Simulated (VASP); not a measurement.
# Os (P6_3/mmc) in VASP: further runs

The runs below take Os through single point, with LDA.

Program: VASP 6.6.1. These are calculated values, not measurements. Logs are shortened: lines on timing, memory, paths and dates and some standing lists are left out, and cuts for length are marked.

## (1) The cell of the first run

The structure is hexagonal, space group P6_3/mmc (No. 194). Conventional cell: a = 2.718 Å, b = 2.718 Å, c = 4.284 Å, α = 90.00°, β = 90.00°, γ = 120.00°. Within 3.5 Å of Os (site symmetry -6m2) lie 12 Os at 2.66 to 2.72 Å.

## (2) Single point, LDA

File INCAR:

```
ALGO = Normal ; EDIFF = 1E-7
ENCUT = 520 ; ISIF = 2
ISMEAR = 0 ; LASPH = T
LCHARG = T ; LELF = T
LREAL = F ; LVHAR = T
LWAVE = F ; NBANDS = 15
NELM = 60 ; PREC = Accurate
SIGMA = 1.0
```

File KPOINTS:

```
k-points
0
Gamma
  13 13 8
```

File POSCAR:

```
Os
1.0
    2.7175247593      0.0000000000      0.0000000000
   -1.3587623796      2.3534454770      0.0000000000
    0.0000000000      0.0000000000      4.2844606214
Os
2
Direct
    0.3333333333      0.6666666667      0.2500000000
    0.6666666667      0.3333333333      0.7500000000
```

Potentials or basis: VASP PAW LDA potentials, release 64 (Os).

Command:

```console
> cat potpaw_LDA.64/Os/POTCAR > POTCAR
> mpirun -np 1 vasp_std > vasp.out
```

OUTCAR:

```text
EDIFF = 1E-7
   ENCUT = 520
   ISIF = 2
   ISMEAR = 0
   LASPH = T
   LREAL = F
   NELM = 60
   PREC = Accurate

 ion  position               nearest neighbor table
   1  0.333  0.667  0.250-   2 2.66   2 2.66   2 2.66   2 2.66   2 2.66   2 2.66
   2  0.667  0.333  0.750-   1 2.66   1 2.66   1 2.66   1 2.66   1 2.66   1 2.66

  LATTYP: Found a hexagonal cell.
 ALAT       =     2.7175247593
 C/A-ratio  =     1.5766040794

  Lattice vectors:

 A1 = (   2.7175247593,   0.0000000000,   0.0000000000)
 A2 = (  -1.3587623796,   2.3534454770,   0.0000000000)
 A3 = (   0.0000000000,   0.0000000000,   4.2844606214)

Analysis of symmetry for initial positions (statically):
=====================================================================
 Subroutine PRICEL returns:
 Original cell was already a primitive cell.

 Routine SETGRP: Setting up the symmetry group for a
 hexagonal supercell.

 Subroutine GETGRP returns: Found 24 space group operations
 (whereof 12 operations were pure point group operations)
 out of a pool of 24 trial point group operations.

The static configuration has the point symmetry D_3d.
 The point group associated with its full space group is D_6h.

Analysis of symmetry for dynamics (positions and initial velocities):
=====================================================================
 Subroutine PRICEL returns:
 Original cell was already a primitive cell.

 Routine SETGRP: Setting up the symmetry group for a
 hexagonal supercell.

 Subroutine GETGRP returns: Found 24 space group operations
 (whereof 12 operations were pure point group operations)
 out of a pool of 24 trial point group operations.

The dynamic configuration has the point symmetry D_3d.
 The point group associated with its full space group is D_6h.

 Subroutine INISYM returns: Found 24 space group operations
 (whereof 12 operations are pure point group operations),
 and found     1 'primitive' translations

----------------------------------------------------------------------------------------

                                     Primitive cell

  volume of cell :      27.4015

  direct lattice vectors                    reciprocal lattice vectors
     2.717524759  0.000000000  0.000000000     0.367981928  0.212454465  0.000000000
    -1.358762380  2.353445477  0.000000000     0.000000000  0.424908930  0.000000000
     0.000000000  0.000000000  4.284460621     0.000000000  0.000000000  0.233401608

  length of vectors
     2.717524759  2.717524759  4.284460621     0.424908930  0.424908930  0.233401608

  position of ions in fractional coordinates (direct lattice)
     0.333333333  0.666666667  0.250000000
     0.666666667  0.333333333  0.750000000

  ion indices of the primitive-cell ions
   primitive index   ion index
                 1           1
                 2           2

----------------------------------------------------------------------------------------

 KPOINTS: k-points

Automatic generation of k-mesh.
 Grid dimensions read from file:
 generate k-points for:   13   13    8

 Generating k-lattice:

  Cartesian coordinates                     Fractional coordinates (reciprocal lattice)
     0.028306302  0.016342651  0.000000000     0.076923077  0.000000000  0.000000000
     0.000000000  0.032685302  0.000000000     0.000000000  0.076923077  0.000000000
     0.000000000  0.000000000  0.029175201     0.000000000  0.000000000  0.125000000

  Length of vectors
     0.032685302  0.032685302  0.029175201

  Shift w.r.t. Gamma in fractional coordinates (k-lattice)
     0.000000000  0.000000000  0.000000000

 Subroutine IBZKPT returns following result:
 ===========================================

 Found    105 irreducible k-points:

 Following reciprocal coordinates:
            Coordinates               Weight
  0.000000  0.000000  0.000000      1.000000
  0.076923  0.000000  0.000000      6.000000
  0.153846 -0.000000  0.000000      6.000000
  0.230769 -0.000000  0.000000      6.000000
  0.307692 -0.000000  0.000000      6.000000
  0.384615 -0.000000  0.000000      6.000000
[... 16 lines left out ...]
  0.076923  0.000000  0.125000     12.000000
  0.153846 -0.000000  0.125000     12.000000
 [... further k-points ...]
   k-points           NKPTS =    105   k-points in BZ     NKDIM =    105   number of bands    NBANDS=     15
   number of dos      NEDOS =    301   number of ions     NIONS =      2
   total plane-waves  NPLWV =  12800
   dimension x,y,z NGX =    20 NGY =   20 NGZ =   32
   dimension x,y,z NGXF=    40 NGYF=   40 NGZF=   64
   ions per type =               2
   NGX,Y,Z   is equivalent  to a cutoff of  12.24, 12.24, 12.42 a.u.
   NGXF,Y,Z  is equivalent  to a cutoff of  24.47, 24.47, 24.83 a.u.
 SYSTEM =  unknown system
   PREC   = accura    normal or accurate (medium, high low for compatibility)
   ISTART =      0    job   : 0-new  1-cont  2-samecut
   ICHARG =      2    charge: 1-file 2-atom 10-const
   ISPIN  =      1    spin polarized calculation?
   LNONCOLLINEAR =      F non collinear calculations
   LSORBIT =      F    spin-orbit coupling
   LASPH  =      T    aspherical Exc in radial PAW
   ENCUT  =  520.0 eV  38.22 Ry    6.18 a.u.   5.05  5.05  7.97*2*pi/ulx,y,z
   NELM   =     60;   NELMIN=  2; NELMDL= -5     # of ELM steps
   EDIFF  = 0.1E-06   stopping-criterion for ELM
   LREAL  =      F    real-space projection
   EDIFFG = 0.1E-05   stopping-criterion for IOM
   NSW    =      0    number of steps for IOM
   IBRION =     -1    ionic relax: 0-MD 1-quasi-New 2-CG
   NFREE  =      0    steps in history (QN), initial steepest desc. (CG)
   ISIF   =      2    stress and relaxation
   ISYM   =      2    0-nonsym 1-usesym 2-fastsym
   POTIM  = 0.5000    time-step for ionic-motion
   TEBEG  =    0.0;   TEEND  =   0.0 temperature during run
   PSTRESS=    0.0 pullay stress
   NELECT =      16.0000    total number of electrons
   NUPDOWN=      -1.0000    fix difference up-down
   EMIN   =  10.00;   EMAX   =-10.00  energy-range for DOS
   EFERMI =   0.00;   METHOD = LEGACY
   ISMEAR =     0;   SIGMA  =   1.00  broadening in eV -4-tet -1-fermi 0-gaus
   EFERMI_NEDOS =   21; number of points for ismear=-14 and -15
   IALGO  =     38    algorithm
   IMIX   =      4    mixing-type and parameters
     AMIX     =   0.40;   BMIX     =  1.00
     AMIX_MAG =   1.60;   BMIX_MAG =  1.00
  volume/ion in A,a.u.               =      13.70        92.46
  Fermi-wavevector in a.u.,A,eV,Ry     =   1.368328  2.585765 25.474482  1.872322
  Thomas-Fermi vector in A             =   2.494302
   LORBIT       =      0    0 simple, 1 ext, 2 COOP (PROOUT), +10 PAW based schemes
   GGA     = CA    functional components
   LHFCALC =     F    Hartree Fock is set to
   AEXX    =    0.0000 exact exchange contribution
   IVDW    =     0    specifies the selected vdW correction
   LEPSILON=     F    determine dielectric tensor
   LRPA    =     F    only Hartree local field effects (RPA)
 non-spin polarized calculation
 Gauss-broadening in eV      SIGMA  =   1.00
  energy-cutoff  :      520.00
  volume of cell :       27.40
 maximum number of plane-waves:       756
   NGX = 11   NGY = 11   NGZ = 15

 number of electron      15.9999998 magnetization

 Free energy of the ion-electron system (eV)
  ---------------------------------------------------
  ext. energy  EPLUGINS =         0.00000000
  ---------------------------------------------------
  free energy    TOTEN  =       -25.61453394 eV

  energy without entropy =      -24.96298975  energy(sigma->0) =      -25.28876185

 E-fermi :   9.7498     XC(G=0): -14.2947

 val. band max:        9.7438966773   @ k =   0.0769   0.0769   0.3750
 cond. band min:       9.7724155397   @ k =   0.3077   0.0769   0.2500
 fundamental gap:      0.0285188624
 Fermi energy:         9.7497807451

 k-point     1 :       0.0000    0.0000    0.0000
  band No.  band energies     occupation
      1      -1.3422      2.00000
      2       1.7608      2.00000
      3       6.5608      1.99999
      4       6.5608      1.99999
      5       6.8465      1.99996
      6       7.4372      1.99893
      7       7.4372      1.99893
      8       8.0860      1.98137
      9       8.0860      1.98137
     10       9.8847      0.84865
     11      11.4592      0.01563
     12      11.4592      0.01563
     13      19.0788      0.00000
     14      23.8099      0.00000
     15      26.5794      0.00000

 k-point     2 :       0.0769    0.0000    0.0000
  band No.  band energies     occupation
      1      -1.0973      2.00000
      2       1.9767      2.00000
      3       6.1076      2.00000
      4       6.7775      1.99997
      5       7.2143      1.99966
      6       7.3173      1.99942
      7       7.6396      1.99716
      8       7.7670      1.99495
      9       7.9120      1.99065
     10       8.9090      1.76557
     11      11.5823      0.00955
     12      12.8194      0.00001
     13      19.0627      0.00000
     14      24.3184      0.00000
     15      26.8946      0.00000

 k-point     3 :       0.1538   -0.0000    0.0000
  band No.  band energies     occupation
      1      -0.4042      2.00000
      2       2.5298      2.00000
      3       5.5117      2.00000
      4       6.6234      1.99999
      5       6.9122      1.99994
      6       7.4116      1.99906
      7       7.4925      1.99859
      8       7.8633      1.99237
      9       8.2282      1.96859
     10       8.2290      1.96851
     11      11.8576      0.00287
     12      14.8660      0.00000
     13      18.9485      0.00000
     14      25.5043      0.00000
     15      27.4475      0.00000

 k-point     4 :       0.2308   -0.0000    0.0000
  band No.  band energies     occupation
      1       0.5948      2.00000
      2       3.0193      2.00000
      3       5.2129      2.00000
      4       5.3264      2.00000
      5       6.6261      1.99999
      6       7.0006      1.99990
      7       7.8319      1.99332
      8       8.4095      1.94196
      9       8.7042      1.86078
     10       9.1452      1.60745
     11      12.1397      0.00073
     12      16.9854      0.00000
     13      18.6886      0.00000
     14      24.7809      0.00000
     15      26.3934      0.00000
[... 307 lines left out ...]
 k-point    22 :       0.0000    0.0000    0.1250
  band No.  band energies     occupation
      1      -1.1425      2.00000
      2       1.7921      2.00000
      3       6.4373      2.00000
      4       6.4373      2.00000
      5       6.7305      1.99998
      6       7.3042      1.99946
      7       7.3042      1.99946
      8       8.3908      1.94538
      9       8.3908      1.94538
     10       9.2361      1.53245
     11      11.4852      0.01412
     12      11.4852      0.01412
     13      19.9775      0.00000
     14      23.4299      0.00000
     15      27.1051      0.00000

 k-point    23 :       0.0769    0.0000    0.1250
  band No.  band energies     occupation
      1      -0.9017      2.00000
      2       2.0135      2.00000
      3       6.0823      2.00000
      4       6.6228      1.99999
      5       6.9009      1.99994
      6       7.0391      1.99987
      7       7.4918      1.99859
      8       8.1865      1.97295
      9       8.2669      1.96401
     10       8.6889      1.86645
     11      11.5903      0.00924
     12      12.4869      0.00011
     13      19.9855      0.00000
     14      23.9340      0.00000
     15      27.3930      0.00000

 k-point    24 :       0.1538   -0.0000    0.1250
  band No.  band energies     occupation
      1      -0.2248      2.00000
      2       2.5847      2.00000
      3       5.5382      2.00000
      4       6.1982      2.00000
      5       6.8057      1.99997
      6       7.0416      1.99987
      7       7.7760      1.99475
      8       7.9076      1.99082
      9       8.2402      1.96723
     10       8.5610      1.90728
     11      11.8223      0.00338
     12      14.1719      0.00000
     13      19.9638      0.00000
     14      25.1821      0.00000
     15      27.2878      0.00000

 [... further k-points ...]

------------------------ aborting loop because EDIFF is reached ----------------------------------------

  FORCE on cell =-STRESS in cart. coord.  units (eV):
  Direction    XX          YY          ZZ          XY          YZ          ZX
  --------------------------------------------------------------------------------------
  -------------------------------------------------------------------------------------
  Total        0.5217847      0.5217847      0.9821837      0.0000000      0.0000000      0.0000000
  in kB       30.5090119     30.5090119     57.4287653      0.0000000      0.0000000      0.0000000
  external PRESSURE =      39.4822630 kB  Pullay stress =       0.0000000 kB

 VOLUME and BASIS-vectors are now :
 -----------------------------------------------------------------------------
  energy-cutoff  :      520.00
  volume of cell :       27.40
      direct lattice vectors                 reciprocal lattice vectors
     2.717524759  0.000000000  0.000000000     0.367981928  0.212454465  0.000000000
    -1.358762380  2.353445477  0.000000000     0.000000000  0.424908930  0.000000000
     0.000000000  0.000000000  4.284460621     0.000000000  0.000000000  0.233401608

 POSITION                                       TOTAL-FORCE (eV/Angst)
 -----------------------------------------------------------------------------------
     -0.00000      1.56896      1.07112        -0.000000      0.000000      0.000000
      1.35876      0.78448      3.21335         0.000000     -0.000000      0.000000
 -----------------------------------------------------------------------------------
    total drift:                               -0.000000      0.000000     -0.000000

  FREE ENERGIE OF THE ION-ELECTRON SYSTEM (eV)
  ---------------------------------------------------
  free  energy   TOTEN  =       -25.6145339354 eV

  energy  without entropy=      -24.9629897550  energy(sigma->0) =      -25.28876185
```

Wall time 31 s (1 thread of Intel Xeon Platinum 8259CL at 2.50GHz (Skylake/Cascade Lake), shared host); peak memory 0.15 GiB.

What came out:

* Free energy: -25.6145 eV
* Pressure: 3.9 GPa
* Band gap on the k mesh: zero (band 8 reaches 11.86 eV, above the bottom of band 9 at 7.91 eV)

Caveat: spin-orbit coupling is left out, which moves the levels of the heavy elements.

(Part 1 of 2 ends here.)
